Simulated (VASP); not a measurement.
# Yb3BP3 (Pm-3m) in VASP: further runs

Runs on Yb3BP3. Level: PBE. Tasks: single point.

Program: VASP 6.6.1. These are calculated values, not measurements. Logs are shortened: lines on timing, memory, paths and dates and some standing lists are left out, and cuts for length are marked.

## 1. The cell of the first run

Symmetry: Pm-3m, No. 221, cubic system. Conventional cell: a = 5.621 Å, b = 5.621 Å, c = 5.621 Å, α = 90.00°, β = 90.00°, γ = 90.00°. Within 3.7 Å of Yb (site symmetry 4/mmm) lie 2 B at 2.81 Å and 4 P at 2.81 Å. B (site symmetry m-3m) has 6 Yb at 2.81 Å within 3.7 Å. P (site symmetry 4/mmm) has 4 Yb at 2.81 Å within 3.7 Å.

## 2. Single point, PBE (25.36 Å³/atom)

File INCAR:

```
ALGO = Normal
EDIFF = 1E-6
ENCUT = 520
GGA = PE
ISIF = 2
ISMEAR = 0
LASPH = T
LCHARG = F
LREAL = F
LWAVE = F
NBANDS = 54
NELM = 80
PREC = Accurate
SIGMA = 0.1
```

File KPOINTS:

```
k-points
0
Gamma
  8 8 8
```

File POSCAR:

```
Yb3BP3
1.0
    5.6205180091      0.0000000000      0.0000000000
    0.0000000000      5.6205180091      0.0000000000
    0.0000000000      0.0000000000      5.6205180091
Yb B P
3 1 3
Direct
    0.5000000000      0.5000000000      0.0000000000
    0.0000000000      0.5000000000      0.5000000000
    0.5000000000      0.0000000000      0.5000000000
    0.5000000000      0.5000000000      0.5000000000
    0.5000000000      0.0000000000      0.0000000000
    0.0000000000      0.5000000000      0.0000000000
    0.0000000000      0.0000000000      0.5000000000
```

Potentials or basis: VASP PAW PBE potentials, release 64 (Yb, B, P).

On the command line:

```sh
> cat potpaw_PBE.64/Yb/POTCAR potpaw_PBE.64/B/POTCAR potpaw_PBE.64/P/POTCAR > POTCAR
> mpirun -np 1 vasp_std > vasp.out
```

OUTCAR:

```text
EDIFF = 1E-6
   ENCUT = 520
   GGA = PE
   ISIF = 2
   ISMEAR = 0
   LASPH = T
   LREAL = F
   NELM = 80
   PREC = Accurate

 ion  position               nearest neighbor table
   1  0.500  0.500  0.000-   4 2.81   5 2.81   6 2.81   4 2.81   5 2.81   6 2.81
   2  0.000  0.500  0.500-   4 2.81   6 2.81   7 2.81   6 2.81   7 2.81   4 2.81
   3  0.500  0.000  0.500-   4 2.81   5 2.81   7 2.81   5 2.81   4 2.81   7 2.81
   4  0.500  0.500  0.500-   1 2.81   2 2.81   3 2.81   1 2.81   3 2.81   2 2.81
   5  0.500  0.000  0.000-   1 2.81   3 2.81   3 2.81   1 2.81
   6  0.000  0.500  0.000-   1 2.81   2 2.81   2 2.81   1 2.81
   7  0.000  0.000  0.500-   2 2.81   3 2.81   2 2.81   3 2.81

  LATTYP: Found a simple cubic cell.
 ALAT       =     5.6205180091

  Lattice vectors:

 A1 = (   5.6205180091,   0.0000000000,   0.0000000000)
 A2 = (   0.0000000000,   5.6205180091,   0.0000000000)
 A3 = (   0.0000000000,   0.0000000000,   5.6205180091)

Analysis of symmetry for initial positions (statically):
=====================================================================
 Subroutine PRICEL returns:
 Original cell was already a primitive cell.

 Routine SETGRP: Setting up the symmetry group for a
 simple cubic supercell.

 Subroutine GETGRP returns: Found 48 space group operations
 (whereof 48 operations were pure point group operations)
 out of a pool of 48 trial point group operations.

The static configuration has the point symmetry O_h .

Analysis of symmetry for dynamics (positions and initial velocities):
=====================================================================
 Subroutine PRICEL returns:
 Original cell was already a primitive cell.

 Routine SETGRP: Setting up the symmetry group for a
 simple cubic supercell.

 Subroutine GETGRP returns: Found 48 space group operations
 (whereof 48 operations were pure point group operations)
 out of a pool of 48 trial point group operations.

The dynamic configuration has the point symmetry O_h .

 Subroutine INISYM returns: Found 48 space group operations
 (whereof 48 operations are pure point group operations),
 and found     1 'primitive' translations

----------------------------------------------------------------------------------------

                                     Primitive cell

  volume of cell :     177.5534

  direct lattice vectors                    reciprocal lattice vectors
     5.620518009  0.000000000  0.000000000     0.177919544  0.000000000  0.000000000
[... 103 lines left out ...]
   ISYM   =      2    0-nonsym 1-usesym 2-fastsym
   POTIM  = 0.5000    time-step for ionic-motion
   TEBEG  =    0.0;   TEEND  =   0.0 temperature during run
   PSTRESS=    0.0 pullay stress
   NELECT =      90.0000    total number of electrons
   NUPDOWN=      -1.0000    fix difference up-down
   EMIN   =  10.00;   EMAX   =-10.00  energy-range for DOS
   EFERMI =   0.00;   METHOD = LEGACY
   ISMEAR =     0;   SIGMA  =   0.10  broadening in eV -4-tet -1-fermi 0-gaus
   EFERMI_NEDOS =   21; number of points for ismear=-14 and -15
   IALGO  =     38    algorithm
   IMIX   =      4    mixing-type and parameters
     AMIX     =   0.40;   BMIX     =  1.00
     AMIX_MAG =   1.60;   BMIX_MAG =  1.00
  volume/ion in A,a.u.               =      25.36       171.17
  Fermi-wavevector in a.u.,A,eV,Ry     =   1.305307  2.466673 23.181964  1.703826
  Thomas-Fermi vector in A             =   2.436185
   LORBIT       =      0    0 simple, 1 ext, 2 COOP (PROOUT), +10 PAW based schemes
   GGA     = PE    functional components
   LHFCALC =     F    Hartree Fock is set to
   AEXX    =    0.0000 exact exchange contribution
   IVDW    =     0    specifies the selected vdW correction
   LEPSILON=     F    determine dielectric tensor
   LRPA    =     F    only Hartree local field effects (RPA)
 non-spin polarized calculation
 Gauss-broadening in eV      SIGMA  =   0.10
  energy-cutoff  :      520.00
  volume of cell :      177.55
 maximum number of plane-waves:      4801
 NGX is ok and might be reduce to    42
   NGX = 21   NGY = 21   NGZ = 21

 number of electron      90.0000068 magnetization

 Free energy of the ion-electron system (eV)
  ---------------------------------------------------
  ext. energy  EPLUGINS =         0.00000000
  ---------------------------------------------------
  free energy    TOTEN  =       -33.66191504 eV

  energy without entropy =      -33.60581622  energy(sigma->0) =      -33.63386563

 E-fermi :   1.7857     XC(G=0):  -9.5293

 val. band max:        1.7831930232   @ k =   0.1250   0.0000   0.0000
 cond. band min:       1.7907545655   @ k =   0.5000   0.0000   0.0000
 fundamental gap:      0.0075615423
 Fermi energy:         1.7856593901

 k-point     1 :       0.0000    0.0000    0.0000
  band No.  band energies     occupation
      1     -49.3824      2.00000
      2     -49.3764      2.00000
      3     -49.3764      2.00000
      4     -21.6377      2.00000
      5     -21.6377      2.00000
      6     -21.6377      2.00000
[... 1357 lines left out ...]
     53       6.7608      0.00000
     54       7.0732      0.00000

 [... further k-points ...]

------------------------ aborting loop because EDIFF is reached ----------------------------------------

  FORCE on cell =-STRESS in cart. coord.  units (eV):
  Direction    XX          YY          ZZ          XY          YZ          ZX
  --------------------------------------------------------------------------------------
  -------------------------------------------------------------------------------------
  Total       -4.6952864     -4.6952864     -4.6952864      0.0000000      0.0000000     -0.0000000
  in kB      -42.3685539    -42.3685539    -42.3685539      0.0000000      0.0000000     -0.0000000
  external PRESSURE =     -42.3685539 kB  Pullay stress =       0.0000000 kB

 VOLUME and BASIS-vectors are now :
 -----------------------------------------------------------------------------
  energy-cutoff  :      520.00
  volume of cell :      177.55
      direct lattice vectors                 reciprocal lattice vectors
     5.620518009  0.000000000  0.000000000     0.177919544  0.000000000  0.000000000
     0.000000000  5.620518009  0.000000000     0.000000000  0.177919544  0.000000000
     0.000000000  0.000000000  5.620518009     0.000000000  0.000000000  0.177919544

 POSITION                                       TOTAL-FORCE (eV/Angst)
 -----------------------------------------------------------------------------------
      2.81026      2.81026      0.00000         0.000000      0.000000      0.000000
      0.00000      2.81026      2.81026         0.000000      0.000000      0.000000
      2.81026      0.00000      2.81026         0.000000      0.000000      0.000000
      2.81026      2.81026      2.81026         0.000000      0.000000      0.000000
      2.81026      0.00000      0.00000         0.000000      0.000000      0.000000
      0.00000      2.81026      0.00000         0.000000      0.000000      0.000000
      0.00000      0.00000      2.81026         0.000000      0.000000      0.000000
 -----------------------------------------------------------------------------------
    total drift:                                0.000000     -0.000000     -0.000000

  FREE ENERGIE OF THE ION-ELECTRON SYSTEM (eV)
  ---------------------------------------------------
  free  energy   TOTEN  =       -33.6619150423 eV

  energy  without entropy=      -33.6058162239  energy(sigma->0) =      -33.63386563
```

stdout:

```text
POSCAR found type information on POSCAR YbB P
 POSCAR found :  3 types and       7 ions
 scaLAPACK will be used
 LDA part: xc-table for (Slater+PW92), standard interpolation
 POSCAR, INCAR and KPOINTS ok, starting setup
 FFT: planning ... GRIDC
 FFT: planning ... GRID_SOFT
 FFT: planning ... GRID
 WAVECAR not read
 entering main loop
```

Run time: 13 min. Hardware: 1 thread of Intel Xeon 6975P-C (Granite Rapids), shared host; peak memory 0.46 GiB.

Results:

* Free energy: -33.6619 eV
* Pressure: -4.2 GPa
* Band gap on the k mesh: zero (bands 45 and 46 overlap by 0.86 eV)

Levels at points of the mesh, in eV from the Fermi level:
| k point | band 43 | band 44 | band 45 | band 46 | band 47 | band 48 |
| --- | --- | --- | --- | --- | --- | --- |
| (0.00, 0.00, 0.00) | 0.20 | 0.63 | 0.63 | 0.63 | 1.44 | 1.44 |
| (0.50, 0.00, 0.00) | -0.39 | -0.25 | 0.01 | 0.33 | 0.33 | 1.04 |
| (0.50, 0.50, 0.00) | -0.37 | -0.34 | -0.34 | -0.18 | -0.14 | -0.14 |
| (0.50, 0.50, 0.50) | -0.42 | -0.42 | -0.23 | -0.23 | -0.23 | 0.61 |

Caveat: the cell stands under tension; spin-orbit coupling is left out, which moves the levels of the heavy elements. Spin polarisation is off, so any magnetic state and its effect on volume and gap are missing.

[end of part 1 of 2]
